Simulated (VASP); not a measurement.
# Te2Mo in VASP: further runs, part 2 of 2

VASP 6.6.1. The steps go on from the part before.

**3. Single point, PBE**

This run uses another cell than the first one.

Contents of INCAR:

```
SYSTEM = Te2Mo
PREC     = Accurate       ! precision mode
ENCUT    = 520            ! plane-wave cutoff, eV
EDIFF    = 1E-7           ! SCF threshold, eV
ISMEAR   = 0              ! smearing method
SIGMA    = 0.02           ! smearing width, eV
LREAL    = .False.        ! projectors in reciprocal space
LASPH    = .True.         ! aspherical terms in the spheres
NELM     = 100            ! most SCF steps
ALGO     = Normal         ! electronic algorithm
ISIF     = 2              ! what is computed and relaxed
LWAVE    = .False.        ! write WAVECAR
LCHARG   = .False.        ! write CHGCAR
GGA      = PE             ! functional
NBANDS   = 20             ! bands
```

Contents of KPOINTS:

```
Automatic mesh
0
Gamma
  9 9 2
  0 0 0
```

Contents of POSCAR:

```
Te2Mo
1.0
    3.5549909201      0.0000000000      0.0000000000
   -1.7774954601      3.0787124470      0.0000000000
    0.0000000000      0.0000000000     17.5182679859
Te Mo
2 1
Direct
    0.3333333333      0.6666666667      0.8967969900
    0.3333333333      0.6666666667      0.1032030100
    0.0000000000      0.0000000000      0.0000000000
```

Potentials or basis: VASP PAW PBE potentials, release 64 (Te, Mo_sv).

Launch:

```console
$ cat potpaw_PBE.64/Te/POTCAR potpaw_PBE.64/Mo_sv/POTCAR > POTCAR
$ mpirun -np 1 vasp_std > vasp.out
```

Wall time 2.5 min (1 thread of Intel Xeon 8259CL, shared host); peak memory 0.36 GiB.

It converged, with:

| Item | Value |
| --- | --- |
| Free energy | -18.0248 eV |
| Largest force | 0.013 eV/Å |
| Band gap on the k mesh | 1.08 eV |

Forces on the atoms (eV/Å):
```
Te   0.000  0.000 -0.013
Te   0.000  0.000  0.013
Mo   0.000  0.000  0.000
```

Levels at points of the mesh, in eV from the valence-band top:
```
           k point  band 11  band 12  band 13  band 14  band 15  band 16
(0.00, 0.00, 0.00)    -0.87    -0.87    -0.45     3.05     3.05     3.32
(0.00, 0.00, 0.50)    -0.87    -0.87    -0.45     3.05     3.05     3.32
```

Caveat: spin-orbit coupling is left out, which moves the levels of the heavy elements.

**4. Single point, PBE**

This run uses another cell than the first one.

Contents of INCAR:

```
SYSTEM = Te2Mo
ALGO = Normal
EDIFF = 1E-6
ENCUT = 520
GGA = PE
ISIF = 2
ISMEAR = 0
LASPH = .TRUE.
LCHARG = .TRUE.
LELF = .TRUE.
LREAL = .FALSE.
LVHAR = .TRUE.
LWAVE = .FALSE.
NBANDS = 20
NELM = 100
PREC = Accurate
SIGMA = 0.05
```

Contents of KPOINTS:

```
k-points
0
G
  9 9 2
  0 0 0
```

POSCAR is that of step 3.

Launch:

```console
$ cat potpaw_PBE.64/Te/POTCAR potpaw_PBE.64/Mo_sv/POTCAR > POTCAR
$ mpirun -np 1 vasp_std > vasp.out
```

Wall time 3.4 min (1 thread of Intel Xeon 8259CL, shared host); peak memory 0.36 GiB.

It converged, with:

```yaml
Free_energy: -18.0248 eV
Largest_force: 0.013 eV/Å
Band_gap_on_the_k_mesh: 1.08 eV
```

Forces in eV/Å, atoms in the order of the input:
```
Te   0.000  0.000 -0.013
Te   0.000  0.000  0.013
Mo   0.000  0.000  0.000
```

Levels at points of the mesh, in eV from the valence-band top:
| k point | band 11 | band 12 | band 13 | band 14 | band 15 | band 16 |
| --- | --- | --- | --- | --- | --- | --- |
| (0.00, 0.00, 0.00) | -0.87 | -0.87 | -0.45 | 3.05 | 3.05 | 3.32 |
| (0.00, 0.00, 0.50) | -0.87 | -0.87 | -0.45 | 3.05 | 3.05 | 3.32 |

Caveat: spin-orbit coupling is left out, which moves the levels of the heavy elements.

**5. Single point, PBE**

This run uses another cell than the first one.

Contents of INCAR:

```
SYSTEM = Te2Mo
ALGO = Normal
EDIFF = 1E-7
ENCUT = 520
GGA = PE
ISIF = 2
ISMEAR = 0
LASPH = .TRUE.
LCHARG = .FALSE.
LREAL = .FALSE.
LWAVE = .FALSE.
NBANDS = 20
NELM = 100
PREC = Accurate
SIGMA = 0.05
```

Contents of KPOINTS:

```
k-points
0
G
  12 12 2
  0 0 0
```

POSCAR is that of step 4.

Potentials or basis: VASP PAW PBE potentials, release 64 (Te, Mo_sv).

Launch:

```console
$ cat potpaw_PBE.64/Te/POTCAR potpaw_PBE.64/Mo_sv/POTCAR > POTCAR
$ mpirun -np 1 vasp_std > vasp.out
```

OUTCAR:

```text
SYSTEM = Te2Mo
   EDIFF = 1E-7
   ENCUT = 520
   GGA = PE
   ISIF = 2
   ISMEAR = 0
   LASPH = .TRUE.
   LREAL = .FALSE.
   NELM = 100
   PREC = Accurate

 ion  position               nearest neighbor table
   1  0.333  0.667  0.897-   3 2.74   3 2.74   3 2.74   2 3.62
   2  0.333  0.667  0.103-   3 2.74   3 2.74   3 2.74   1 3.62
   3  0.000  0.000  0.000-   1 2.74   2 2.74   1 2.74   2 2.74   1 2.74   2 2.74

  LATTYP: Found a hexagonal cell.
[... 748 lines left out ...]

  FORCE on cell =-STRESS in cart. coord.  units (eV):
  Direction    XX          YY          ZZ          XY          YZ          ZX
  --------------------------------------------------------------------------------------
  -------------------------------------------------------------------------------------
  Total       -0.0078067     -0.0078067      0.0355996      0.0000000      0.0000000      0.0000000
  in kB       -0.0652349     -0.0652349      0.2974792      0.0000000      0.0000000      0.0000000
  external PRESSURE =       0.0556698 kB  Pullay stress =       0.0000000 kB

 VOLUME and BASIS-vectors are now :
 -----------------------------------------------------------------------------
  energy-cutoff  :      520.00
  volume of cell :      191.73
      direct lattice vectors                 reciprocal lattice vectors
     3.554990920  0.000000000  0.000000000     0.281294671  0.162405554  0.000000000
    -1.777495460  3.078712447  0.000000000     0.000000000  0.324811108  0.000000000
     0.000000000  0.000000000 17.518267986     0.000000000  0.000000000  0.057083269

 POSITION                                       TOTAL-FORCE (eV/Angst)
 -----------------------------------------------------------------------------------
     -0.00000      2.05247     15.71033         0.000000     -0.000000     -0.012812
     -0.00000      2.05247      1.80794         0.000000     -0.000000      0.012812
      0.00000      0.00000      0.00000        -0.000000      0.000000      0.000000
 -----------------------------------------------------------------------------------
    total drift:                                0.000000     -0.000000     -0.000000

  FREE ENERGIE OF THE ION-ELECTRON SYSTEM (eV)
  ---------------------------------------------------
  free  energy   TOTEN  =       -18.0248012178 eV

  energy  without entropy=      -18.0248012178  energy(sigma->0) =      -18.02480122
```

OSZICAR:

```text
N       E                     dE             d eps       ncg     rms          rms(c)
DAV:   1     0.125372422051E+03    0.12537E+03   -0.11503E+04  2048   0.104E+03
DAV:   2    -0.100395023302E+02   -0.13541E+03   -0.13139E+03  1964   0.218E+02
DAV:   3    -0.185196160058E+02   -0.84801E+01   -0.83912E+01  2064   0.440E+01
[... 14 lines left out ...]
DAV:  18    -0.180247882070E+02   -0.46951E-04   -0.15804E-06  1640   0.356E-03    0.227E-03
DAV:  19    -0.180247963100E+02   -0.81030E-05   -0.24330E-07  1516   0.156E-03    0.809E-04
DAV:  20    -0.180248008423E+02   -0.45323E-05   -0.22289E-07  1364   0.115E-03    0.582E-04
DAV:  21    -0.180248011522E+02   -0.30987E-06   -0.12772E-08  1420   0.425E-04    0.171E-04
DAV:  22    -0.180248012178E+02   -0.65614E-07   -0.15566E-09  1112   0.131E-04
   1 F= -.18024801E+02 E0= -.18024801E+02  d E =-.798853E-19
```

Wall time 5.5 min (1 thread of Intel Xeon 8259CL, shared host); peak memory 0.4 GiB.

What came out:

| Property | Result |
| --- | --- |
| Free energy | -18.0248 eV |
| Largest force | 0.013 eV/Å |
| Band gap on the k mesh | 1.08 eV |

Forces in eV/Å, atoms in the order of the input:
```
Te   0.000  0.000 -0.013
Te   0.000  0.000  0.013
Mo   0.000  0.000  0.000
```

Caveat: spin-orbit coupling is left out, which moves the levels of the heavy elements.

**6. Relaxation of cell and atoms, PBE**

Contents of INCAR:

```
ALGO = Normal
EDIFF = 1E-7
EDIFFG = -0.005
ENCUT = 600
GGA = PE
IBRION = 2
ISIF = 3
ISMEAR = 0
LASPH = T
LCHARG = F
LREAL = F
LWAVE = F
NELM = 100
NSW = 100
PREC = Accurate
SIGMA = 0.02
```

Contents of KPOINTS:

```
k-points
0
Gamma
  9 9 2
```

Contents of POSCAR:

```
Te2Mo
1.0
    3.5602328140      0.0000000000      0.0000000000
   -1.7801164070      3.0832520603      0.0000000000
    0.0000000000      0.0000000000     17.5240578200
Te Mo
2 1
Direct
    0.3333333300      0.6666666700      0.8978554500
    0.3333333300      0.6666666700      0.1021445500
    0.0000000000      0.0000000000      0.0000000000
```

Potentials or basis: VASP PAW PBE potentials, release 64 (Te, Mo_sv).

Launch:

```console
$ cat potpaw_PBE.64/Te/POTCAR potpaw_PBE.64/Mo_sv/POTCAR > POTCAR
$ mpirun -np 1 vasp_std > vasp.out
```

It took 11 min on 1 thread of Intel Xeon 8259CL, shared host; peak memory 0.4 GiB.

Results (log left out):

```
Free energy                           : -18.0247 eV
Relaxed cell                          : a = 3.553 Å, b = 3.553 Å, c = 17.648 Å, α = 90.00°, β = 90.00°, γ = 120.00°
Space group after relaxing (to 0.1 Å) : P-6m2 (No. 187)
Energy gained by relaxing             : 1.3 meV/atom
Ionic steps                           : 5
Largest force after relaxing          : 0.004 eV/Å
Band gap on the k mesh                : 1.08 eV
```

Forces in eV/Å, atoms in the order of the input:
```
Te   0.000  0.000 -0.004
Te   0.000  0.000  0.004
Mo   0.000  0.000  0.000
```

The path:
| step | energy change (eV) | largest force (eV/Å) | pressure (GPa) | volume (Å³) |
| --- | --- | --- | --- | --- |
| 1 | 0.0000 | 0.2304 | 0.32 | 192.36 |
| 2 | 0.0034 | 0.2706 | -0.64 | 195.89 |
| 3 | -0.0033 | 0.0179 | -0.09 | 193.80 |
| 4 | -0.0040 | 0.0057 | -0.02 | 193.12 |
| 5 | -0.0040 | 0.0035 | 0.00 | 193.00 |

Final structure:
```
Te Mo
1.0
     3.55350    0.00000    0.00000
    -1.77675    3.07742    0.00000
     0.00000    0.00000   17.64842
Te Mo
2 1
Direct
  0.33333 0.66667 0.89749
  0.33333 0.66667 0.10251
  0.00000 0.00000 0.00000
```

Levels at points of the mesh, in eV from the valence-band top:
```csv
k point,band 10,band 11,band 12,band 13,band 14,band 15,band 16,band 17
"(0.00, 0.00, 0.00)",-1.64,-0.87,-0.87,-0.45,3.05,3.05,3.32,3.32
"(0.00, 0.00, 0.50)",-1.64,-0.87,-0.87,-0.45,3.05,3.05,3.32,3.32
```

Caveat: spin-orbit coupling is left out, which moves the levels of the heavy elements.

**7. Summary**

| task | cell | k mesh | cutoff (eV) | smearing | gap on the mesh (eV) | largest force (eV/Å) |
| --- | --- | --- | --- | --- | --- | --- |
| single point | a = 3.560, b = 3.560, c = 17.524 Å, angles 90.0, 90.0, 120.0°, 3 atoms, atomic positions A | 6 × 6 × 1 | 500 | gaussian 0.1 eV | 1.05 | 0.24 |
| single point | a = 3.555, b = 3.555, c = 17.518 Å, angles 90.0, 90.0, 120.0°, 3 atoms, atomic positions B | 9 × 9 × 2 | 520 | gaussian 0.02 eV | 1.08 | 0.01 |
| single point | a = 3.555, b = 3.555, c = 17.518 Å, angles 90.0, 90.0, 120.0°, 3 atoms, atomic positions B | 9 × 9 × 2 | 520 | gaussian 0.05 eV | 1.08 | 0.01 |
| single point | a = 3.555, b = 3.555, c = 17.518 Å, angles 90.0, 90.0, 120.0°, 3 atoms, atomic positions B | 12 × 12 × 2 | 520 | gaussian 0.05 eV | 1.08 | 0.01 |
| relaxation of cell and atoms | relaxed from a = 3.560, b = 3.560, c = 17.524 Å, angles 90.0, 90.0, 120.0°, 3 atoms, atomic positions A | 9 × 9 × 2 | 600 | gaussian 0.02 eV | 1.08 | - |

Alike in all rows: level PBE; potentials or basis VASP PAW PBE potentials, release 64 (Te, Mo_sv); no spin polarisation.

Caveats: spin-orbit coupling is left out, which moves the levels of the heavy elements.

Total energies depend on the potentials used, so only differences within one code and one set of settings carry meaning.
